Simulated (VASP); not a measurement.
Mg2ZnS3:

```
CELL_PARAMETERS angstrom
-1.91660 1.91660 8.13146
1.91660 -1.91660 8.13146
1.91660 1.91660 -8.13146
ATOMIC_POSITIONS crystal
Mg 0.41667 0.91667 0.50000
Mg 0.08333 0.58333 0.50000
Zn 0.75000 0.25000 0.50000
S 0.00000 0.00000 0.00000
S 0.66667 0.66667 0.00000
S 0.33333 0.33333 0.00000
```

- Program: VASP 6.6.1
- Task: relaxation of cell and atoms
- Functional: PBE
- Potentials or basis: VASP PAW PBE potentials, release 64 (Mg, Zn, S)
- Cutoff: 600 eV
- k mesh: 6 × 6 × 6
- Occupations: gaussian, width 0.1 eV
- Spin: no spin polarisation

At the start: pressure 7.8 GPa; volume 19.91 Å³/atom.

Problem. Where does the relaxation end?

Solution. Over 8 steps the energy falls by 58.6 meV/atom and the volume is 22.10 Å³/atom (+11.0 %); space group I-4m2 (No. 119, to 0.1 Å) before and after.

The path:
```csv
step,energy change (eV),largest force (eV/Å),pressure (GPa),volume (Å³)
1,0.0000,0.7625,7.79,119.48
2,-0.3032,0.2570,-1.83,137.01
3,-0.3237,0.3458,-0.20,133.07
4,-0.3237,0.3393,-0.32,133.35
5,-0.3366,0.2173,-0.19,133.09
6,-0.3486,0.1512,-0.05,132.61
7,-0.3492,0.1453,0.04,132.47
8,-0.3513,0.0170,-0.03,132.57
```

Final structure:
```cif
data_structure
_symmetry_space_group_name_H-M 'P 1'
_symmetry_Int_Tables_number 1
_cell_length_a 8.8746
_cell_length_b 8.8746
_cell_length_c 8.8746
_cell_angle_alpha 154.163
_cell_angle_beta 154.163
_cell_angle_gamma 36.863
_cell_volume 132.57
loop_
_atom_site_label
_atom_site_type_symbol
_atom_site_fract_x
_atom_site_fract_y
_atom_site_fract_z
_atom_site_occupancy
Mg1 Mg 0.41405 0.91405 0.50000 1
Mg2 Mg 0.08595 0.58595 0.50000 1
Zn1 Zn 0.75000 0.25000 0.50000 1
S1 S 0.00000 0.00000 0.00000 1
S2 S 0.67179 0.67179 0.00000 1
S3 S 0.32821 0.32821 0.00000 1
```
